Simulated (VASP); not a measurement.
# RbH3 (Cmmm) in VASP: relaxation of cell and atoms with PBE

Aim: the relaxation of cell and atoms of RbH3 with PBE.

Everything below comes from runs of VASP 6.6.1. Logs are shortened: lines on timing, memory, paths and dates and some standing lists are left out, and cuts for length are marked.

## 1. The cell of the first run

Symmetry: Cmmm, No. 65, orthorhombic system. The conventional cell has a = 4.448 Å, b = 7.300 Å, c = 3.600 Å, α = 90.00°, β = 90.00°, γ = 90.00°. Within 3.8 Å of Rb (site symmetry mmm) lie 16 H at 2.86 to 3.16 Å and 2 Rb at 3.60 Å. H (site symmetry m2m) has 1 H at 1.05 Å within 1.4 Å. Within 1.4 Å of H (site symmetry mmm) lie 2 H at 1.05 Å.

The cell was built from a structure type or drawn by symmetry, and may not be a known phase.

## 2. Relaxation of cell and atoms, PBE

INCAR reads:

```
SYSTEM = RbH3
PREC = Accurate
ENCUT = 600
EDIFF = 1E-7
ISMEAR = 0
SIGMA = 0.02
LREAL = .False.
LASPH = .True.
NELM = 100
ALGO = Normal
ISIF = 3
LWAVE = .False.
LCHARG = .False.
GGA = PE
IBRION = 2
NSW = 100
EDIFFG = -0.01
```

KPOINTS reads:

```
Automatic mesh
0
Gamma
  8 8 8
  0 0 0
```

POSCAR reads:

```
RbH3
1.0
    2.2241372494     -3.6501981999      0.0000000000
    2.2241372494      3.6501981999      0.0000000000
    0.0000000000      0.0000000000      3.6001530304
Rb H
1 3
Direct
    0.0000000000      0.0000000000      0.0000000000
    0.6436207684      0.3563792316      0.5000000000
    0.3563792316      0.6436207684      0.5000000000
    0.5000000000      0.5000000000      0.5000000000
```

Potentials or basis: VASP PAW PBE potentials, release 64 (Rb_sv, H).

Launch:

```console
$ cat potpaw_PBE.64/Rb_sv/POTCAR potpaw_PBE.64/H/POTCAR > POTCAR
$ mpirun -np 1 vasp_std > vasp.out
```

OUTCAR:

```text
SYSTEM = RbH3
   PREC = Accurate
   ENCUT = 600
   EDIFF = 1E-7
   ISMEAR = 0
   LREAL = .False.
   LASPH = .True.
   NELM = 100
   ISIF = 3
   GGA = PE
   IBRION = 2
   NSW = 100
   EDIFFG = -0.01

 ion  position               nearest neighbor table
   1  0.000  0.000  0.000-   4 2.86   4 2.86   4 2.86   4 2.86   2 3.05   2 3.05   2 3.05   2 3.05
                             3 3.05   3 3.05   3 3.05   3 3.05   3 3.16   3 3.16   2 3.16   2 3.16
   2  0.644  0.356  0.500-   1 3.05   1 3.05   1 3.05   1 3.05   1 3.16   1 3.16
   3  0.356  0.644  0.500-   1 3.05   1 3.05   1 3.05   1 3.05   1 3.16   1 3.16
   4  0.500  0.500  0.500-   1 2.86   1 2.86   1 2.86   1 2.86

  LATTYP: Found a base centered orthorhombic cell.
 ALAT       =     4.4482744988
 B/A-ratio  =     1.6411748874
 C/A-ratio  =     0.8093369758

  Lattice vectors:

 A1 = (   2.2241372494,  -3.6501981999,   0.0000000000)
 A2 = (   2.2241372494,   3.6501981999,   0.0000000000)
 A3 = (   0.0000000000,   0.0000000000,   3.6001530304)

Analysis of symmetry for initial positions (statically):
=====================================================================
 Subroutine PRICEL returns:
 Original cell was already a primitive cell.

 Routine SETGRP: Setting up the symmetry group for a
 base centered orthorhombic supercell.

 Subroutine GETGRP returns: Found  8 space group operations
 (whereof  8 operations were pure point group operations)
 out of a pool of  8 trial point group operations.

The static configuration has the point symmetry D_2h.

Analysis of symmetry for dynamics (positions and initial velocities):
=====================================================================
 Subroutine PRICEL returns:
 Original cell was already a primitive cell.

 Routine SETGRP: Setting up the symmetry group for a
 base centered orthorhombic supercell.

 Subroutine GETGRP returns: Found  8 space group operations
 (whereof  8 operations were pure point group operations)
 out of a pool of  8 trial point group operations.

The dynamic configuration has the point symmetry D_2h.

 Subroutine INISYM returns: Found  8 space group operations
 (whereof  8 operations are pure point group operations),
 and found     1 'primitive' translations

----------------------------------------------------------------------------------------

                                     Primitive cell

  volume of cell :      58.4560

  direct lattice vectors                    reciprocal lattice vectors
     2.224137249 -3.650198200  0.000000000     0.224806270 -0.136978863  0.000000000
     2.224137249  3.650198200  0.000000000     0.224806270  0.136978863  0.000000000
     0.000000000  0.000000000  3.600153030     0.000000000  0.000000000  0.277765970

  length of vectors
     4.274427845  4.274427845  3.600153030     0.263250961  0.263250961  0.277765970

  position of ions in fractional coordinates (direct lattice)
     0.000000000  0.000000000  0.000000000
     0.643620768  0.356379232  0.500000000
     0.356379232  0.643620768  0.500000000
     0.500000000  0.500000000  0.500000000

  ion indices of the primitive-cell ions
   primitive index   ion index
                 1           1
                 2           2
                 3           3
                 4           4

----------------------------------------------------------------------------------------

 KPOINTS: Automatic mesh

Automatic generation of k-mesh.
 Grid dimensions read from file:
 generate k-points for:    8    8    8

 Generating k-lattice:

  Cartesian coordinates                     Fractional coordinates (reciprocal lattice)
     0.028100784 -0.017122358  0.000000000     0.125000000  0.000000000  0.000000000
     0.028100784  0.017122358  0.000000000     0.000000000  0.125000000  0.000000000
     0.000000000  0.000000000  0.034720746     0.000000000  0.000000000  0.125000000

  Length of vectors
     0.032906370  0.032906370  0.034720746

  Shift w.r.t. Gamma in fractional coordinates (k-lattice)
     0.000000000  0.000000000  0.000000000

 Subroutine IBZKPT returns following result:
 ===========================================

 Found    105 irreducible k-points:

 Following reciprocal coordinates:
            Coordinates               Weight
  0.000000  0.000000  0.000000      1.000000
  0.125000 -0.000000  0.000000      4.000000
  0.250000 -0.000000  0.000000      4.000000
  0.375000 -0.000000  0.000000      4.000000
  0.500000 -0.000000  0.000000      2.000000
  0.125000  0.125000  0.000000      2.000000
[... 16 lines left out ...]
  0.125000 -0.000000  0.125000      8.000000
  0.250000 -0.000000  0.125000      8.000000
 [... further k-points ...]
   k-points           NKPTS =    105   k-points in BZ     NKDIM =    105   number of bands    NBANDS=     10
   number of dos      NEDOS =    301   number of ions     NIONS =      4
   total plane-waves  NPLWV =  38880
   dimension x,y,z NGX =    36 NGY =   36 NGZ =   30
   dimension x,y,z NGXF=    72 NGYF=   72 NGZF=   60
   ions per type =               1   3
   NGX,Y,Z   is equivalent  to a cutoff of  14.00, 14.00, 13.85 a.u.
   NGXF,Y,Z  is equivalent  to a cutoff of  28.00, 28.00, 27.71 a.u.
 SYSTEM =  RbH3
   PREC   = accura    normal or accurate (medium, high low for compatibility)
   ISTART =      0    job   : 0-new  1-cont  2-samecut
   ICHARG =      2    charge: 1-file 2-atom 10-const
   ISPIN  =      1    spin polarized calculation?
   LNONCOLLINEAR =      F non collinear calculations
   LSORBIT =      F    spin-orbit coupling
   LASPH  =      T    aspherical Exc in radial PAW
   ENCUT  =  600.0 eV  44.10 Ry    6.64 a.u.   8.54  8.54  7.19*2*pi/ulx,y,z
   NELM   =    100;   NELMIN=  2; NELMDL= -5     # of ELM steps
   EDIFF  = 0.1E-06   stopping-criterion for ELM
   LREAL  =      F    real-space projection
   EDIFFG = -.1E-01   stopping-criterion for IOM
   NSW    =    100    number of steps for IOM
   IBRION =      2    ionic relax: 0-MD 1-quasi-New 2-CG
   NFREE  =      1    steps in history (QN), initial steepest desc. (CG)
   ISIF   =      3    stress and relaxation
   ISYM   =      2    0-nonsym 1-usesym 2-fastsym
   POTIM  = 0.5000    time-step for ionic-motion
   TEBEG  =    0.0;   TEEND  =   0.0 temperature during run
   PSTRESS=    0.0 pullay stress
   NELECT =      12.0000    total number of electrons
   NUPDOWN=      -1.0000    fix difference up-down
   EMIN   =  10.00;   EMAX   =-10.00  energy-range for DOS
   EFERMI =   0.00;   METHOD = LEGACY
   ISMEAR =     0;   SIGMA  =   0.02  broadening in eV -4-tet -1-fermi 0-gaus
   EFERMI_NEDOS =   21; number of points for ismear=-14 and -15
   IALGO  =     38    algorithm
   IMIX   =      4    mixing-type and parameters
     AMIX     =   0.40;   BMIX     =  1.00
     AMIX_MAG =   1.60;   BMIX_MAG =  1.00
  volume/ion in A,a.u.               =      14.61        98.62
  Fermi-wavevector in a.u.,A,eV,Ry     =   0.965737  1.824979 12.689448  0.932648
  Thomas-Fermi vector in A             =   2.095479
   LORBIT       =      0    0 simple, 1 ext, 2 COOP (PROOUT), +10 PAW based schemes
   GGA     = PE    functional components
   LHFCALC =     F    Hartree Fock is set to
   AEXX    =    0.0000 exact exchange contribution
   IVDW    =     0    specifies the selected vdW correction
   LEPSILON=     F    determine dielectric tensor
   LRPA    =     F    only Hartree local field effects (RPA)
 conjugate gradient relaxation of ions
 non-spin polarized calculation
 Gauss-broadening in eV      SIGMA  =   0.02
  energy-cutoff  :      600.00
  volume of cell :       58.46
 maximum number of plane-waves:      1972
 NGX is ok and might be reduce to    36
   NGX = 17   NGY = 17   NGZ = 15

--------------------------------------- Ionic step        1  -------------------------------------------

 number of electron      11.9999999 magnetization

 Free energy of the ion-electron system (eV)
  ---------------------------------------------------
  ext. energy  EPLUGINS =         0.00000000
  ---------------------------------------------------
  free energy    TOTEN  =       -10.89509105 eV

  energy without entropy =      -10.89509105  energy(sigma->0) =      -10.89509105

------------------------ aborting loop because EDIFF is reached ----------------------------------------

  FORCE on cell =-STRESS in cart. coord.  units (eV):
  Direction    XX          YY          ZZ          XY          YZ          ZX
  --------------------------------------------------------------------------------------
  -------------------------------------------------------------------------------------
  Total        0.0184187      0.0668329     -0.0078521     -0.0000000      0.0000000      0.0000000
  in kB        0.5048242      1.8317751     -0.2152122     -0.0000000      0.0000000      0.0000000
  external PRESSURE =       0.7071291 kB  Pullay stress =       0.0000000 kB

 VOLUME and BASIS-vectors are now :
 -----------------------------------------------------------------------------
  energy-cutoff  :      600.00
  volume of cell :       58.46
      direct lattice vectors                 reciprocal lattice vectors
     2.224137249 -3.650198200  0.000000000     0.224806270 -0.136978863  0.000000000
     2.224137249  3.650198200  0.000000000     0.224806270  0.136978863  0.000000000
     0.000000000  0.000000000  3.600153030     0.000000000  0.000000000  0.277765970

 POSITION                                       TOTAL-FORCE (eV/Angst)
 -----------------------------------------------------------------------------------
      0.00000      0.00000      0.00000         0.000000      0.000000     -0.000000
      2.22414     -1.04849      1.80008         0.000000     -0.005814     -0.000000
      2.22414      1.04849      1.80008         0.000000      0.005814      0.000000
      2.22414      0.00000      1.80008         0.000000      0.000000     -0.000000
 -----------------------------------------------------------------------------------
    total drift:                                0.000000      0.000000      0.000000

  FREE ENERGIE OF THE ION-ELECTRON SYSTEM (eV)
  ---------------------------------------------------
  free  energy   TOTEN  =       -10.8950910498 eV

  energy  without entropy=      -10.8950910498  energy(sigma->0) =      -10.89509105

--------------------------------------- Ionic step        2  -------------------------------------------

 number of electron      11.9999999 magnetization

 Free energy of the ion-electron system (eV)
  ---------------------------------------------------
  ext. energy  EPLUGINS =         0.00000000
  ---------------------------------------------------
  free energy    TOTEN  =       -10.89513616 eV

  energy without entropy =      -10.89513616  energy(sigma->0) =      -10.89513616

 E-fermi :   1.0439     XC(G=0):  -7.6044

 val. band max:        0.8715064151   @ k =   0.0000   0.0000   0.5000
 cond. band min:       1.8102293574   @ k =   0.0000   0.0000   0.5000
 fundamental gap:      0.9387229424
 Fermi energy:         1.0439255549

 k-point     1 :       0.0000    0.0000    0.0000
  band No.  band energies     occupation
      1     -27.1990      2.00000
      2     -11.1803      2.00000
      3     -11.0963      2.00000
      4     -10.8989      2.00000
      5      -7.1643      2.00000
      6       0.4161      2.00000
      7       2.5555      0.00000
      8       4.4108      0.00000
      9       4.9366      0.00000
     10       7.4050      0.00000
[... 287 lines left out ...]
 k-point    24 :       0.2500   -0.0000    0.1250
  band No.  band energies     occupation
      1     -27.1755      2.00000
      2     -11.4058      2.00000
      3     -11.1347      2.00000
      4     -11.0412      2.00000
      5      -6.5836      2.00000
      6      -0.6625      2.00000
      7       3.4902      0.00000
      8       4.7047      0.00000
      9       5.5429      0.00000
     10       6.5100      0.00000

 [... further k-points ...]

------------------------ aborting loop because EDIFF is reached ----------------------------------------

  FORCE on cell =-STRESS in cart. coord.  units (eV):
  Direction    XX          YY          ZZ          XY          YZ          ZX
  --------------------------------------------------------------------------------------
  -------------------------------------------------------------------------------------
  Total        0.0140626      0.0358184     -0.0042828      0.0000000      0.0000000      0.0000000
  in kB        0.3850719      0.9808045     -0.1172749      0.0000000      0.0000000      0.0000000
  external PRESSURE =       0.4162005 kB  Pullay stress =       0.0000000 kB

 VOLUME and BASIS-vectors are now :
 -----------------------------------------------------------------------------
  energy-cutoff  :      600.00
  volume of cell :       58.51
      direct lattice vectors                 reciprocal lattice vectors
     2.224631323 -3.653140441  0.000000000     0.224756343 -0.136868540  0.000000000
     2.224631323  3.653140441  0.000000000     0.224756343  0.136868540  0.000000000
     0.000000000  0.000000000  3.599812091     0.000000000  0.000000000  0.277792278

 POSITION                                       TOTAL-FORCE (eV/Angst)
 -----------------------------------------------------------------------------------
      0.00000      0.00000      3.59981        -0.000000     -0.000000     -0.000000
      2.22463     -1.04961      1.79991        -0.000000      0.006194     -0.000000
      2.22463      1.04961      1.79991        -0.000000     -0.006194      0.000000
      2.22463      0.00000      1.79991         0.000000     -0.000000     -0.000000
 -----------------------------------------------------------------------------------
    total drift:                               -0.000000     -0.000000     -0.000000

  FREE ENERGIE OF THE ION-ELECTRON SYSTEM (eV)
  ---------------------------------------------------
  free  energy   TOTEN  =       -10.8951361571 eV

  energy  without entropy=      -10.8951361571  energy(sigma->0) =      -10.89513616

 reached required accuracy - stopping structural energy minimisation
```

Run time: 2.3 min. Hardware: 1 thread of AMD EPYC 7R43 (Zen 3), shared host; peak memory 0.21 GiB.

What came out:

```
Free energy                           : -10.8951 eV
Relaxed volume                        : 14.63 Å³/atom
Relaxed cell                          : a = 4.277 Å, b = 4.277 Å, c = 3.600 Å, α = 90.00°, β = 90.00°, γ = 117.32°
Space group after relaxing (to 0.1 Å) : Cmmm (No. 65)
Energy gained by relaxing             : 0.0 meV/atom
Ionic steps                           : 2
Pressure after relaxing               : 0.0 GPa
Largest force after relaxing          : 0.006 eV/Å
Band gap on the k mesh                : 0.94 eV
```

Forces in eV/Å, atoms in the order of the input:
```
Rb   0.000  0.000  0.000
H    0.000  0.006  0.000
H    0.000 -0.006  0.000
H    0.000  0.000  0.000
```

Final structure:
```
Rb H
1.0
     2.22463   -3.65314    0.00000
     2.22463    3.65314    0.00000
     0.00000    0.00000    3.59981
Rb H
1 3
Cartesian
  0.0000 0.0000 3.5998
  2.2246 -1.0496 1.7999
  2.2246 1.0496 1.7999
  2.2246 0.0000 1.7999
```
